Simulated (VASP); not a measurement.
# Si (Im-3m) in VASP: further runs

The runs below take Si through single point, with revPBE.

Everything below comes from runs of VASP 6.6.1. Logs are shortened: lines on timing, memory, paths and dates and some standing lists are left out, and cuts for length are marked.

### Step 1. The cell of the first run

The structure is cubic, space group Im-3m (No. 229). Conventional cell: a = 3.005 Å, b = 3.005 Å, c = 3.005 Å, α = 90.00°, β = 90.00°, γ = 90.00°. Si (site symmetry m-3m) has 14 Si at 2.60 to 3.01 Å within 3.4 Å.

### Step 2. Single point, revPBE (volume scaled by 0.92)

The input, INCAR:

```
SYSTEM = Si
ALGO = Normal ; EDIFF = 1E-7
ENCUT = 520 ; GGA = RE
ISIF = 2 ; ISMEAR = -1
LASPH = .True. ; LCHARG = .False.
LREAL = .False. ; LWAVE = .False.
NBANDS = 8 ; NELM = 80
PREC = Accurate ; SIGMA = 0.1
```

The input, KPOINTS:

```
k-points
0
Gamma
  16 16 16
  0 0 0
```

The input, POSCAR:

```
Si
1.0
   -1.5025979169      1.5025979169      1.5025979169
    1.5025979169     -1.5025979169      1.5025979169
    1.5025979169      1.5025979169     -1.5025979169
Si
1
Direct
    0.0000000000      0.0000000000      0.0000000000
```

Potentials or basis: VASP PAW PBE potentials, release 64 (Si).

Run with:

```console
$ cat potpaw_PBE.64/Si/POTCAR > POTCAR
$ mpirun -np 1 vasp_std > vasp.out
```

OUTCAR:

```text
SYSTEM = Si
   EDIFF = 1E-7
   ENCUT = 520
   GGA = RE
   ISIF = 2
   ISMEAR = -1
   LASPH = .True.
   LREAL = .False.
   NELM = 80
   PREC = Accurate

 ion  position               nearest neighbor table
   1  0.000  0.000  0.000-

  LATTYP: Found a body centered cubic cell.
 ALAT       =     3.0051958338

  Lattice vectors:

 A1 = (  -1.5025979169,   1.5025979169,   1.5025979169)
 A2 = (   1.5025979169,  -1.5025979169,   1.5025979169)
 A3 = (   1.5025979169,   1.5025979169,  -1.5025979169)

Analysis of symmetry for initial positions (statically):
=====================================================================
 Subroutine PRICEL returns:
 Original cell was already a primitive cell.

 Routine SETGRP: Setting up the symmetry group for a
 body centered cubic supercell.

 Subroutine GETGRP returns: Found 48 space group operations
 (whereof 48 operations were pure point group operations)
 out of a pool of 48 trial point group operations.

The static configuration has the point symmetry O_h .

Analysis of symmetry for dynamics (positions and initial velocities):
=====================================================================
 Subroutine PRICEL returns:
 Original cell was already a primitive cell.

 Routine SETGRP: Setting up the symmetry group for a
 body centered cubic supercell.

 Subroutine GETGRP returns: Found 48 space group operations
 (whereof 48 operations were pure point group operations)
 out of a pool of 48 trial point group operations.

The dynamic configuration has the point symmetry O_h .

 Subroutine INISYM returns: Found 48 space group operations
 (whereof 48 operations are pure point group operations),
 and found     1 'primitive' translations

----------------------------------------------------------------------------------------

                                     Primitive cell

  volume of cell :      13.5703

  direct lattice vectors                    reciprocal lattice vectors
    -1.502597917  1.502597917  1.502597917     0.000000000  0.332757017  0.332757017
     1.502597917 -1.502597917  1.502597917     0.332757017  0.000000000  0.332757017
     1.502597917  1.502597917 -1.502597917     0.332757017  0.332757017  0.000000000

  length of vectors
     2.602575935  2.602575935  2.602575935     0.470589486  0.470589486  0.470589486

  position of ions in fractional coordinates (direct lattice)
     0.000000000  0.000000000  0.000000000

  ion indices of the primitive-cell ions
   primitive index   ion index
                 1           1

----------------------------------------------------------------------------------------

 KPOINTS: k-points

Automatic generation of k-mesh.
 Grid dimensions read from file:
 generate k-points for:   16   16   16

 Generating k-lattice:

  Cartesian coordinates                     Fractional coordinates (reciprocal lattice)
     0.000000000  0.020797314  0.020797314     0.062500000  0.000000000  0.000000000
     0.020797314  0.000000000  0.020797314     0.000000000  0.062500000  0.000000000
     0.020797314  0.020797314  0.000000000     0.000000000  0.000000000  0.062500000

  Length of vectors
     0.029411843  0.029411843  0.029411843

  Shift w.r.t. Gamma in fractional coordinates (k-lattice)
     0.000000000  0.000000000  0.000000000

 Subroutine IBZKPT returns following result:
 ===========================================

 Found    145 irreducible k-points:

 Following reciprocal coordinates:
            Coordinates               Weight
  0.000000  0.000000  0.000000      1.000000
  0.062500  0.000000  0.000000     12.000000
  0.125000  0.000000  0.000000     12.000000
  0.187500  0.000000  0.000000     12.000000
  0.250000  0.000000  0.000000     12.000000
  0.312500  0.000000  0.000000     12.000000
[... 16 lines left out ...]
  0.187500  0.187500  0.000000     24.000000
  0.250000  0.187500  0.000000     48.000000
 [... further k-points ...]
   k-points           NKPTS =    145   k-points in BZ     NKDIM =    145   number of bands    NBANDS=      8
   number of dos      NEDOS =    301   number of ions     NIONS =      1
   total plane-waves  NPLWV =   8000
   dimension x,y,z NGX =    20 NGY =   20 NGZ =   20
   dimension x,y,z NGXF=    40 NGYF=   40 NGZF=   40
   ions per type =               1
   NGX,Y,Z   is equivalent  to a cutoff of  12.78, 12.78, 12.78 a.u.
   NGXF,Y,Z  is equivalent  to a cutoff of  25.55, 25.55, 25.55 a.u.
 SYSTEM =  Si
   PREC   = accura    normal or accurate (medium, high low for compatibility)
   ISTART =      0    job   : 0-new  1-cont  2-samecut
   ICHARG =      2    charge: 1-file 2-atom 10-const
   ISPIN  =      1    spin polarized calculation?
   LNONCOLLINEAR =      F non collinear calculations
   LSORBIT =      F    spin-orbit coupling
   LASPH  =      T    aspherical Exc in radial PAW
   ENCUT  =  520.0 eV  38.22 Ry    6.18 a.u.   4.84  4.84  4.84*2*pi/ulx,y,z
   NELM   =     80;   NELMIN=  2; NELMDL= -5     # of ELM steps
   EDIFF  = 0.1E-06   stopping-criterion for ELM
   LREAL  =      F    real-space projection
   EDIFFG = 0.1E-05   stopping-criterion for IOM
   NSW    =      0    number of steps for IOM
   IBRION =     -1    ionic relax: 0-MD 1-quasi-New 2-CG
   NFREE  =      0    steps in history (QN), initial steepest desc. (CG)
   ISIF   =      2    stress and relaxation
   ISYM   =      2    0-nonsym 1-usesym 2-fastsym
   POTIM  = 0.5000    time-step for ionic-motion
   TEBEG  =    0.0;   TEEND  =   0.0 temperature during run
   PSTRESS=    0.0 pullay stress
   NELECT =       4.0000    total number of electrons
   NUPDOWN=      -1.0000    fix difference up-down
   EMIN   =  10.00;   EMAX   =-10.00  energy-range for DOS
   EFERMI =   0.00;   METHOD = LEGACY
   ISMEAR =    -1;   SIGMA  =   0.10  broadening in eV -4-tet -1-fermi 0-gaus
   EFERMI_NEDOS =   21; number of points for ismear=-14 and -15
   IALGO  =     38    algorithm
   IMIX   =      4    mixing-type and parameters
     AMIX     =   0.40;   BMIX     =  1.00
     AMIX_MAG =   1.60;   BMIX_MAG =  1.00
  volume/ion in A,a.u.               =      13.57        91.58
  Fermi-wavevector in a.u.,A,eV,Ry     =   1.089512  2.058879 16.150613  1.187037
  Thomas-Fermi vector in A             =   2.225717
   LORBIT       =      0    0 simple, 1 ext, 2 COOP (PROOUT), +10 PAW based schemes
   GGA     = RE    functional components
   LHFCALC =     F    Hartree Fock is set to
   AEXX    =    0.0000 exact exchange contribution
   IVDW    =     0    specifies the selected vdW correction
   LEPSILON=     F    determine dielectric tensor
   LRPA    =     F    only Hartree local field effects (RPA)
 non-spin polarized calculation
  energy-cutoff  :      520.00
  volume of cell :       13.57
 maximum number of plane-waves:       378
   NGX =  9   NGY =  9   NGZ =  9

 number of electron       4.0000000 magnetization

 Free energy of the ion-electron system (eV)
  ---------------------------------------------------
  ext. energy  EPLUGINS =         0.00000000
  ---------------------------------------------------
  free energy    TOTEN  =        -4.64733420 eV

  energy without entropy =       -4.63001541  energy(sigma->0) =       -4.63867481

 E-fermi :  10.9640     XC(G=0): -11.4499

 val. band max:       10.9605660476   @ k =   0.1875   0.1875   0.1250
 cond. band min:      10.9661057257   @ k =   0.2500   0.0625   0.0625
 fundamental gap:      0.0055396781
 Fermi energy:        10.9640488250

 k-point     1 :       0.0000    0.0000    0.0000
  band No.  band energies     occupation
      1      -3.9521      2.00000
      2      23.4559      0.00000
      3      23.4559      0.00000
      4      23.4559      0.00000
      5      23.7996      0.00000
      6      23.7996      0.00000
      7      23.7996      0.00000
      8      27.6697      0.00000

 k-point     2 :       0.0625    0.0000    0.0000
  band No.  band energies     occupation
      1      -3.8261      2.00000
      2      21.5692      0.00000
      3      22.0466      0.00000
      4      23.2368      0.00000
      5      23.3748      0.00000
      6      24.9013      0.00000
      7      25.4179      0.00000
      8      26.7669      0.00000

 k-point     3 :       0.1250    0.0000    0.0000
  band No.  band energies     occupation
      1      -3.4487      2.00000
      2      18.9536      0.00000
      3      20.6899      0.00000
      4      22.4234      0.00000
      5      22.6530      0.00000
      6      24.7951      0.00000
      7      26.6313      0.00000
      8      27.3981      0.00000

 k-point     4 :       0.1875    0.0000    0.0000
  band No.  band energies     occupation
      1      -2.8213      2.00000
      2      16.1443      0.00000
      3      19.5421      0.00000
      4      21.3678      0.00000
      5      21.8949      0.00000
      6      23.8654      0.00000
      7      27.4949      0.00000
      8      27.8039      0.00000

 k-point     5 :       0.2500    0.0000    0.0000
  band No.  band energies     occupation
      1      -1.9460      2.00000
      2      13.3710      0.00000
      3      18.6047      0.00000
      4      20.4071      0.00000
      5      21.1426      0.00000
      6      23.0048      0.00000
      7      28.3904      0.00000
      8      28.5413      0.00000
[... 177 lines left out ...]
 k-point    22 :       0.4375    0.1250    0.0000
  band No.  band energies     occupation
      1       4.2854      2.00000
      2       4.3555      2.00000
      3      13.6489      0.00000
      4      17.2336      0.00000
      5      21.7036      0.00000
      6      24.7280      0.00000
      7      30.3862      0.00000
      8      31.0659      0.00000

 k-point    23 :       0.1875    0.1875    0.0000
  band No.  band energies     occupation
      1      -0.5781      2.00000
      2      12.7594      0.00000
      3      12.8220      0.00000
      4      18.1192      0.00000
      5      23.7798      0.00000
      6      24.4003      0.00000
      7      28.8735      0.00000
      8      29.7806      0.00000

 k-point    24 :       0.2500    0.1875    0.0000
  band No.  band energies     occupation
      1       0.6577      2.00000
      2      10.2619      1.99822
      3      12.1020      0.00002
      4      17.4941      0.00000
      5      23.5061      0.00000
      6      25.0386      0.00000
      7      28.9963      0.00000
      8      31.1773      0.00000

 [... further k-points ...]
[... 5 lines left out ...]
  --------------------------------------------------------------------------------------
  -------------------------------------------------------------------------------------
  Total        0.7659871      0.7659871      0.7659871      0.0000000      0.0000000      0.0000000
  in kB       90.4364863     90.4364863     90.4364863      0.0000000      0.0000000      0.0000000
  external PRESSURE =      90.4364863 kB  Pullay stress =       0.0000000 kB

 VOLUME and BASIS-vectors are now :
 -----------------------------------------------------------------------------
  energy-cutoff  :      520.00
  volume of cell :       13.57
      direct lattice vectors                 reciprocal lattice vectors
    -1.502597917  1.502597917  1.502597917     0.000000000  0.332757017  0.332757017
     1.502597917 -1.502597917  1.502597917     0.332757017  0.000000000  0.332757017
     1.502597917  1.502597917 -1.502597917     0.332757017  0.332757017  0.000000000

 POSITION                                       TOTAL-FORCE (eV/Angst)
 -----------------------------------------------------------------------------------
      0.00000      0.00000      0.00000         0.000000     -0.000000      0.000000
 -----------------------------------------------------------------------------------
    total drift:                                0.000000      0.000000      0.000000

  FREE ENERGIE OF THE ION-ELECTRON SYSTEM (eV)
  ---------------------------------------------------
  free  energy   TOTEN  =        -4.6473341978 eV

  energy  without entropy=       -4.6300154143  energy(sigma->0) =       -4.63867481
```

It took 9.5 s on 1 thread of Intel Xeon 8259CL, shared host; peak memory 0.13 GiB.

What came out:

| Quantity | Value |
| --- | --- |
| Free energy | -4.6473 eV |
| Pressure | 9.0 GPa |
| Band gap on the k mesh | zero (band 2 reaches 23.46 eV, above the bottom of band 3 at 6.61 eV) |

Caveat: the cell differs from its parent crystal (volume scaled by 0.92); the PAW data sets were made with another functional, which shifts forces and pressure a little.

### Step 3. Single point, revPBE (volume scaled by 0.96)

The input, INCAR:

```
SYSTEM = Si
PREC = Accurate ; ENCUT = 520
EDIFF = 1E-6 ; ISMEAR = -1
SIGMA = 0.1 ; LREAL = .FALSE.
LASPH = .TRUE. ; NELM = 100
ALGO = Normal ; ISIF = 2
LWAVE = .FALSE. ; LCHARG = .FALSE.
GGA = RE ; NBANDS = 8
```

The input, KPOINTS:

```
regular mesh
0
G
  16 16 16
  0 0 0
```

The input, POSCAR:

```
Si
1.0
   -1.5240665019      1.5240665019      1.5240665019
    1.5240665019     -1.5240665019      1.5240665019
    1.5240665019      1.5240665019     -1.5240665019
Si
1
Direct
    0.0000000000      0.0000000000      0.0000000000
```

Potentials or basis: VASP PAW PBE potentials, release 64 (Si).

Run with:

```console
$ cat potpaw_PBE.64/Si/POTCAR > POTCAR
$ mpirun -np 1 vasp_std > vasp.out
```

Wall time 10 s (1 thread of Intel Xeon 8259CL, shared host); peak memory 0.13 GiB.

The run converged. Its results:

* Free energy: -4.6711 eV
* Pressure: 4.0 GPa
* Band gap on the k mesh: zero (band 2 reaches 22.29 eV, above the bottom of band 3 at 6.23 eV)

Levels at points of the mesh, in eV from the Fermi level:
| k point | band 1 | band 2 | band 3 | band 4 | band 5 |
| --- | --- | --- | --- | --- | --- |
| (0.00, 0.00, 0.00) | -14.51 | 11.91 | 11.91 | 11.91 | 12.65 |
| (0.50, 0.00, 0.00) | -6.94 | -6.69 | 5.72 | 7.59 | 8.37 |
| (0.50, 0.50, 0.50) | -0.49 | -0.49 | -0.49 | 1.58 | 2.22 |

Caveat: the cell differs from its parent crystal (volume scaled by 0.96); the PAW data sets were made with another functional, which shifts forces and pressure a little.

### Step 4. Single point, revPBE

This run uses another cell than the first one, of 14.75 Å³/atom, 1.087 times its volume.

The input, INCAR:

```
ALGO = Normal
EDIFF = 1E-6
ENCUT = 520
GGA = RE
ISIF = 2
ISMEAR = -1
LASPH = True
LCHARG = False
LREAL = False
LWAVE = False
NBANDS = 8
NELM = 60
PREC = Accurate
SIGMA = 0.1
```

The input, KPOINTS:

```
k-points
0
Gamma
  16 16 16
```

The input, POSCAR:

```
Si
1.0
   -1.5449467199      1.5449467199      1.5449467199
    1.5449467199     -1.5449467199      1.5449467199
    1.5449467199      1.5449467199     -1.5449467199
Si
1
Direct
    0.0000000000      0.0000000000      0.0000000000
```

Run with:

```console
$ cat potpaw_PBE.64/Si/POTCAR > POTCAR
$ mpirun -np 1 vasp_std > vasp.out
```

Run time: 9.9 s. Hardware: 1 thread of Intel Xeon 8259CL, shared host; peak memory 0.12 GiB.

It converged, with:

```
Free energy            : -4.6780 eV
Pressure               : -0.1 GPa
Band gap on the k mesh : zero (band 2 reaches 21.21 eV, above the bottom of band 3 at 5.88 eV)
```

Levels at points of the mesh, in eV from the Fermi level:
| k point | band 1 | band 2 | band 3 | band 4 | band 5 |
| --- | --- | --- | --- | --- | --- |
| (0.00, 0.00, 0.00) | -14.13 | 11.37 | 11.37 | 11.37 | 12.47 |
| (0.50, 0.00, 0.00) | -6.85 | -6.44 | 5.47 | 7.57 | 8.10 |
| (0.50, 0.50, 0.50) | -0.47 | -0.47 | -0.47 | 1.15 | 2.36 |

Caveat: the PAW data sets were made with another functional, which shifts forces and pressure a little.

### Step 5. Summary

```csv
cell,gap on the mesh (eV),pressure (GPa)
"a = 2.603 Å, angles 109.5°, 1 atom",none,9.0
"a = 2.640 Å, angles 109.5°, 1 atom",none,4.0
"a = 2.676 Å, angles 109.5°, 1 atom",none,-0.1
```

Alike in all rows: task single point; level revPBE; potentials or basis VASP PAW PBE potentials, release 64 (Si); no spin polarisation; k mesh 16 × 16 × 16; cutoff (eV) 520; smearing fermi-dirac 0.1 eV.

Caveats: the PAW data sets were made with another functional, which shifts forces and pressure a little.

Absolute energies hang on the potentials; compare differences alone.
